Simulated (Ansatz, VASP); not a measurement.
## One calculation of Zr2CdF6, two programs

```
Zr Cd F
1.0
     0.00000    3.94696    3.94696
     3.94696    0.00000    3.94696
     3.94696    3.94696    0.00000
Zr Cd F
2 1 6
Direct
  0.25000 0.25000 0.25000
  0.75000 0.75000 0.75000
  0.00000 0.00000 0.00000
  0.73019 0.26981 0.26981
  0.26981 0.73019 0.73019
  0.26981 0.73019 0.26981
  0.73019 0.26981 0.73019
  0.26981 0.26981 0.73019
  0.73019 0.73019 0.26981
```

Change from the starting cell: ordered vacancies on the cation sites of perovskite (Fm-3m, No. 225).

Alike in both runs: task single point; functional PBE; k mesh 4 × 4 × 4; occupations gaussian, width 0.1 eV; collinear spin.

|  | VASP | Ansatz |
| --- | --- | --- |
| version | VASP 6.6.1 | Ansatz 0.2.0 |
| potentials or method | VASP PAW PBE potentials, release 64 (Zr_sv, Cd, F), cutoff 520 eV | scalar-relativistic, plane waves, PAW |
| valence electrons in the cell | 78 | 86 |

```tsv
	VASP	Ansatz	Ansatz less VASP
gap on the k mesh at the Fermi level (eV)	none	none	-
pressure (GPa)	2.0	1.5	-0.56
rms of the force components (eV/Å)	0.074	0.011	-0.0625
net moment per atom (μB)	0.44	0.44	0.000
size of the moment on the site where the two differ most (μB)	1.35	1.22	-0.127
```

Site moments also hang on the region over which each program counts them. Atom by atom the forces differ by 0.062 eV/Å (rms over components). A gap of «none» marks a metal or a gap that the smearing closes. With one functional, cell and mesh, what is left measures potentials, basis and numerics. VASP's potentials hold 78 valence electrons a cell and Ansatz's 86, so a difference there can come from the potentials and not from the codes.
